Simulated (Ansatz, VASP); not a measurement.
One calculation of Be, two programs

The input INCAR:

```
SYSTEM = Be
PREC = Accurate
ENCUT = 520
EDIFF = 1E-6
ISMEAR = -1
SIGMA = 0.1
LREAL = .False.
LASPH = .True.
NELM = 80
ALGO = Normal
ISIF = 2
LWAVE = .False.
LCHARG = .True.
GGA = PE
LELF = .True.
LVHAR = .True.
NBANDS = 12
```

The input KPOINTS:

```
regular mesh
0
Gamma
  18 18 5
  0 0 0
```

File POSCAR:

```
Be
1.0
    2.2844658999      0.0000000000      0.0000000000
   -1.1422329500      1.9784055034      0.0000000000
    0.0000000000      0.0000000000      7.2725265417
Be
4
Direct
    0.0000000000      1.0000000000      1.0000000000
    0.0000000000      0.0000000000      0.5000000000
    0.3333333333      0.6666666667      0.2500000000
    0.6666666667      0.3333333333      0.7500000000
```

Input for Ansatz:

```yaml
crystal:
  lattice:
    - [2.2844658999, 0.0, 0.0]
    - [-1.14223295, 1.9784055034, 0.0]
    - [0.0, 0.0, 7.2725265417]
  atoms:
    - { symbol: Be, position: [0.0, 1.0, 1.0] }
    - { symbol: Be, position: [0.0, 0.0, 0.5] }
    - { symbol: Be, position: [0.3333333333, 0.6666666667, 0.25] }
    - { symbol: Be, position: [0.6666666667, 0.3333333333, 0.75] }
hamiltonian:
  xc: pbe
  pseudopotentials:
    kind: paw
    azcp:
      Be: "pseudopotentials/Be.paw.azcp"
basis:
  ecutwfc: 420
  fft_grid_basis: typed
kpoints:
  mp_grid: { grid: [18, 18, 5], shift: [0, 0, 0] }
magnetization:
  spin_polarized: false
scf:
  occupations: { method: fermi_dirac, width: 0.1 }
  lower_state_search: "off"
output:
  stress: true
```

Alike in both runs: task single point; functional PBE; k mesh 18 × 18 × 5; occupations fermi-dirac, width 0.1 eV; no spin polarisation.

|  | VASP | Ansatz |
| --- | --- | --- |
| version | VASP 6.6.1 | Ansatz 0.2.0 |
| potentials or method | VASP PAW PBE potentials, release 64 (Be), cutoff 520 eV | plane waves (420 eV) with PAW, scalar-relativistic |
| valence electrons in the cell | 8 | 8 |

```csv
,VASP,Ansatz,Ansatz less VASP
pressure (GPa),-4.4,-4.5,-0.13
"traceless stress, the component that is largest in VASP (GPa)",0.28,0.26,-0.016
```
